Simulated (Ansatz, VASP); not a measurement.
One calculation of CoO, two programs

INCAR

```
PREC     = Accurate       # precision mode
ENCUT    = 520            # plane-wave cutoff, eV
EDIFF    = 1E-6           # SCF threshold, eV
ISMEAR   = 0              # smearing method
SIGMA    = 0.15           # smearing width, eV
LREAL    = F              # projectors in reciprocal space
LASPH    = T              # aspherical terms in the spheres
NELM     = 150            # most SCF steps
ALGO     = Normal         # electronic algorithm
ISIF     = 2              # what is computed and relaxed
LWAVE    = F              # write WAVECAR
LCHARG   = T              # write CHGCAR
ISPIN    = 2              # spin polarisation
MAGMOM   = 2.64 0.33      # initial moments
LORBIT   = 11             # projections on sites
LMAXMIX  = 4              # l up to which the mixer works
GGA      = PS             # functional
LELF     = T              # ELF
LVHAR    = T            
NBANDS   = 18             # bands
```

File KPOINTS:

```
Automatic mesh
0
Gamma
  18 18 18
```

POSCAR

```
CoO
1.0
    1.5656883263      0.9039505767      2.6351210587
   -1.5656883263      0.9039505767      2.6351210587
    0.0000000000     -1.8079011533      2.6351210587
Co O
1 1
Direct
    0.0000000000      0.0000000000      0.0000000000
    0.5000000000      0.5000000000      0.5000000000
```

Input for Ansatz:

```yaml
crystal:
  lattice:
    - [1.5656883263, 0.9039505767, 2.6351210587]
    - [-1.5656883263, 0.9039505767, 2.6351210587]
    - [0.0, -1.8079011533, 2.6351210587]
  atoms:
    - { symbol: Co, position: [0.0, 0.0, 0.0], spin: 2.64 }
    - { symbol: O, position: [0.5, 0.5, 0.5], spin: 0.33 }
basis:
  ecutwfc: 420
kpoints:
  mp_grid: { grid: [18, 18, 18] }
hamiltonian:
  xc: pbesol
scf:
  occupations: { method: gaussian, width: 0.15 }
output:
  forces: true
  stress: true
  eigenvalues: true
  populations: true
  write_density: true
  write_potential: true
  elf: true
  volumetric_format: npy
magnetization:
  spin_polarized: true
```

Change from the starting cell: strain +0.040 along x and y, +0.080 along z, atoms carried along.

Alike in both runs: task single point; functional PBEsol; k mesh 18 × 18 × 18; occupations gaussian, width 0.15 eV; collinear spin.

|  | VASP | Ansatz |
| --- | --- | --- |
| version | VASP 6.6.1 | Ansatz 0.2.0 |
| potentials or method | VASP PAW PBE potentials, release 64 (Co, O), cutoff 520 eV | scalar-relativistic, plane waves, PAW |
| valence electrons in the cell | 15 | 23 |

|  | VASP | Ansatz | Ansatz less VASP |
| --- | --- | --- | --- |
| gap on the k mesh at the Fermi level (eV) | none | none | - |
| pressure (GPa) | -27.8 | -27.3 | +0.55 |
| traceless stress, the component that is largest in VASP (GPa) | -0.62 | -0.52 | +0.102 |
| net moment per atom (μB) | 1.50 | 1.50 | +0.001 |
| size of the moment on the site where the two differ most (μB) | 2.62 | 2.56 | -0.054 |

VASP's potentials were made for PBE, not for PBEsol. Site moments also hang on the region over which each program counts them. A gap of «none» marks a metal or a gap that the smearing closes. VASP's potentials hold 15 valence electrons a cell and Ansatz's 23, so a difference there can come from the potentials and not from the codes.
